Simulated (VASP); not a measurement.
The system is BP.

```
CELL_PARAMETERS angstrom
0.00000 2.26832 2.26832
2.26832 0.00000 2.26832
2.26832 2.26832 0.00000
ATOMIC_POSITIONS crystal
B 0.00000 0.00000 0.00000
P 0.25000 0.25000 0.25000
```

Base run:

* Program: VASP 6.6.1
* Functional: PBE
* Potentials or basis: VASP PAW PBE potentials, release 64 (B, P)
* Cutoff: 520 eV
* k mesh: 6 × 6 × 6
* Occupations: gaussian, width 0.01 eV
* Spin: no spin polarisation

Its results: band gap on the k mesh 1.33 eV, indirect (least direct gap 3.40 eV); pressure 1.2 GPa.

Question: The run is repeated on the same cell with these changes: functional from PBE to r2SCAN; k mesh from 6 × 6 × 6 to 10 × 10 × 10. What comes out?

Answer: Band gap on the k mesh 1.45 eV, indirect (least direct gap 3.64 eV); pressure -0.5 GPa.

Several settings changed at once, so the effect can't be laid on one alone.

Caveats: the PAW data sets were made with another functional, which shifts forces and pressure a little (some runs).

A k mesh can miss the band edges.
